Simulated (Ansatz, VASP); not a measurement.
**One calculation of CdSe, two programs**

File POSCAR:

```
CdSe
1.0
    4.1755442189      0.0000000000      0.0000000000
   -2.0877721094      3.6161273682      0.0000000000
    0.0000000000      0.0000000000      7.3205975286
Cd Se
2 2
Direct
    0.3333333333      0.6666666667      0.0080488120
    0.6666666667      0.3333333333      0.5080488120
    0.3333333333      0.6666666667      0.3679511880
    0.6666666667      0.3333333333      0.8679511880
```

File INCAR.step1:

```
SYSTEM = CdSe
ALGO = Normal
EDIFF = 1E-5
ENCUT = 550
GGA = PE
GGA_COMPAT = .FALSE.
ISMEAR = 0
LASPH = .TRUE.
LCHARG = .FALSE.
LREAL = .FALSE.
LSORBIT = .TRUE.
LWAVE = .TRUE.
MAGMOM = 0 0 0 0 0 0 0 0 0 0 0 0
NBANDS = 50
NELM = 200
PREC = Accurate
SIGMA = 0.01
```

Contents of INCAR.step2:

```
SYSTEM = CdSe
ALGO = Normal
EDIFF = 1E-6
ENCUT = 550
GGA_COMPAT = .FALSE.
ISIF = 2
ISMEAR = 0
ISTART = 1
LASPH = .TRUE.
LCHARG = .FALSE.
LMIXTAU = .TRUE.
LORBIT = 11
LORBMOM = .TRUE.
LREAL = .FALSE.
LSORBIT = .TRUE.
LWAVE = .FALSE.
MAGMOM = 0 0 0 0 0 0 0 0 0 0 0 0
METAGGA = R2SCAN
NBANDS = 50
NELM = 200
PREC = Accurate
SIGMA = 0.01
```

Contents of KPOINTS:

```
k-points
0
G
  6 6 4
  0 0 0
```

Input for Ansatz:

```yaml
crystal:
  lattice:
    - [4.1755442189, 0.0, 0.0]
    - [-2.0877721094, 3.6161273682, 0.0]
    - [0.0, 0.0, 7.3205975286]
  atoms:
    - { symbol: Cd, position: [0.3333333333, 0.6666666667, 0.008048812] }
    - { symbol: Cd, position: [0.6666666667, 0.3333333333, 0.508048812] }
    - { symbol: Se, position: [0.3333333333, 0.6666666667, 0.367951188] }
    - { symbol: Se, position: [0.6666666667, 0.3333333333, 0.867951188] }
basis:
  ecutwfc: 500
kpoints:
  mp_grid: { grid: [6, 6, 4] }
  band_path:
    path:
      - [0.0, 0.0, 0.0]
      - [0.0, 0.0, 0.0]
      - [0.0, 0.0, 0.0]
      - [0.0, 0.0, 0.0]
      - [0.0, 0.0, 0.0]
      - [0.0, 0.0, 0.0]
      - [0.0, 0.0, 0.0]
      - [0.0, 0.0, 0.0]
      - [0.0, 0.0, 0.0]
      - [0.0, 0.0, 0.0]
      - [0.0, 0.0, 0.0]
      - [0.0, 0.0, 0.0]
      - [0.0, 0.0, 0.0]
      - [0.0, 0.0, 0.0]
      - [0.0, 0.0, 0.0]
      - [0.0, 0.0, 0.0]
      - [0.0, 0.0, 0.0]
      - [0.0, 0.0, 0.0]
      - [0.0, 0.0, 0.0]
      - [0.0, 0.0, 0.0]
      - [0.0, 0.0, 0.0]
      - [0.0, 0.0, 0.0]
      - [0.0, 0.0, 0.0]
      - [0.0, 0.0, 0.0]
      - [0.0, 0.0, 0.0]
      - [0.0, 0.0, 0.0]
      - [0.3, 0.0, 0.0]
      - [0.3166666667, 0.0, 0.0]
      - [0.3333333333, 0.0, 0.0]
      - [0.35, 0.0, 0.0]
      - [0.3666666667, 0.0, 0.0]
      - [0.3833333333, 0.0, 0.0]
      - [0.4, 0.0, 0.0]
      - [0.4166666667, 0.0, 0.0]
      - [0.4333333333, 0.0, 0.0]
      - [0.45, 0.0, 0.0]
      - [0.4666666667, 0.0, 0.0]
      - [0.4833333333, 0.0, 0.0]
      - [0.5, 0.0, 0.0]
      - [0.5, 0.0, 0.0]
      - [0.5, 0.0, 0.0416666667]
      - [0.5, 0.0, 0.0833333333]
      - [0.5, 0.0, 0.125]
      - [0.5, 0.0, 0.1666666667]
      - [0.5, 0.0, 0.2083333333]
      - [0.5, 0.0, 0.25]
      - [0.5, 0.0, 0.2916666667]
      - [0.5, 0.0, 0.3333333333]
      - [0.5, 0.0, 0.375]
      - [0.5, 0.0, 0.4166666667]
      - [0.5, 0.0, 0.4583333333]
      - [0.5, 0.0, 0.5]
      - [0.3333333333, 0.3333333333, 0.0]
      - [0.3333333333, 0.3333333333, 0.0]
      - [0.3333333333, 0.3333333333, 0.0]
      - [0.3333333333, 0.3333333333, 0.0]
      - [0.3333333333, 0.3333333333, 0.0]
      - [0.3333333333, 0.3333333333, 0.0]
      - [0.3333333333, 0.3333333333, 0.0]
      - [0.3333333333, 0.3333333333, 0.0]
      - [0.3333333333, 0.3333333333, 0.0]
      - [0.3333333333, 0.3333333333, 0.0]
      - [0.3333333333, 0.3333333333, 0.0]
      - [0.3333333333, 0.3333333333, 0.0]
      - [0.3333333333, 0.3333333333, 0.0]
      - [0.0, 0.0, 0.5]
      - [0.0, 0.0, 0.5]
      - [0.0, 0.0, 0.5]
      - [0.0, 0.0, 0.5]
      - [0.0, 0.0, 0.5]
      - [0.0, 0.0, 0.5]
      - [0.0, 0.0, 0.5]
      - [0.0, 0.0, 0.5]
      - [0.0, 0.0, 0.5]
      - [0.0, 0.0, 0.5]
      - [0.0, 0.0, 0.5]
      - [0.0, 0.0, 0.5]
      - [0.0, 0.0, 0.5]
    npoints: 1
hamiltonian:
  xc: r2scan
scf:
  occupations: { method: fixed }
  n_extra_bands: 12
output:
  eigenvalues: true
magnetization:
  noncollinear: true
  spin_orbit: true
```

Alike in both runs: task single point; functional r2SCAN; k mesh 6 × 6 × 4; non-collinear spin, spin-orbit coupling.

|  | VASP | Ansatz |
| --- | --- | --- |
| version | VASP 6.6.1 | Ansatz 0.2.0 |
| potentials or method | VASP PAW PBE potentials, release 64 (Cd, Se), cutoff 550 eV | plane waves, PAW |
| occupations | gaussian, width 0.01 eV | fixed |
| valence electrons in the cell | 36 | 72 |

|  | VASP | Ansatz | Ansatz less VASP |
| --- | --- | --- | --- |
| net moment per atom (μB) | 0.00 | 0.00 | 0.000 |

VASP's potentials were made for PBE, not for r2SCAN. VASP's potentials hold 36 valence electrons a cell and Ansatz's 72, so a difference there can come from the potentials and not from the codes.
